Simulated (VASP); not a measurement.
Wanted: the native input for a VASP 6.6.1 run.

| Property | Result |
| --- | --- |
| Task | single point |
| Functional | LDA |
| Potentials or basis | VASP PAW PBE potentials, release 64 (Eu, O) |
| Cutoff | 600 eV |
| k mesh | 10 × 10 × 10 |
| Occupations | gaussian, width 0.05 eV |
| Spin | collinear spin, ferromagnetic start |
| Starting moments | [7.42, 0.0] μB |
| Hubbard terms | Eu f U = 6.0 eV |
| Dipole correction | no |
| Further INCAR settings | ALGO = Normal; EDIFF = 1e-06; NBANDS = 22 |

The structure of EuO lies in POSCAR:

```
EuO
1.0
    0.0000000000      2.5719519658      2.5719519658
    2.5719519658      0.0000000000      2.5719519658
    2.5719519658      2.5719519658      0.0000000000
Eu O
1 1
Direct
    0.5000000000      0.5000000000      0.5000000000
    0.0000000000      0.0000000000      0.0000000000
```

These files were run (other wordings do the same):

INCAR

```
SYSTEM = EuO
ALGO = Normal
EDIFF = 1E-6
ENCUT = 600
GGA = CA
GGA_COMPAT = .FALSE.
ISIF = 2
ISMEAR = 0
ISPIN = 2
LASPH = .TRUE.
LCHARG = .FALSE.
LDAU = .TRUE.
LDAUJ = 0 0
LDAUL = 3 -1
LDAUPRINT = 1
LDAUTYPE = 2
LDAUU = 6 0
LMAXMIX = 6
LORBIT = 11
LREAL = .FALSE.
LWAVE = .FALSE.
MAGMOM = 7.42 0
NBANDS = 22
NELM = 200
PREC = Accurate
SIGMA = 0.05
```

KPOINTS

```
k-points
0
G
  10 10 10
  0 0 0
```

Potentials or basis: VASP PAW PBE potentials, release 64 (Eu, O).

Run with:

```console
$ cat potpaw_PBE.64/Eu/POTCAR potpaw_PBE.64/O/POTCAR > POTCAR
$ mpirun -np 1 vasp_std > vasp.out
```

It gave:

- Pressure: -7.1 GPa
- Band gap on the k mesh: zero (filled and empty bands overlap)
- Net moment: 7.00 μB per cell
- Site moments: Eu +6.74; O -0.08 μB
- Valence electrons inside the program's atomic spheres: Eu 14.88; O 4.92

Caveat: the cell stands under tension; the PAW data sets were made with another functional, which shifts forces and pressure a little; spin-orbit coupling is left out, which moves the levels of the heavy elements; a cell with one magnetic atom can't hold antiferromagnetic order, which such compounds often take.

Wall time 91 s on 1 thread of Intel(R) Xeon(R) 6975P-C (Granite Rapids), with other jobs on the host, peak memory 0.22 GiB.
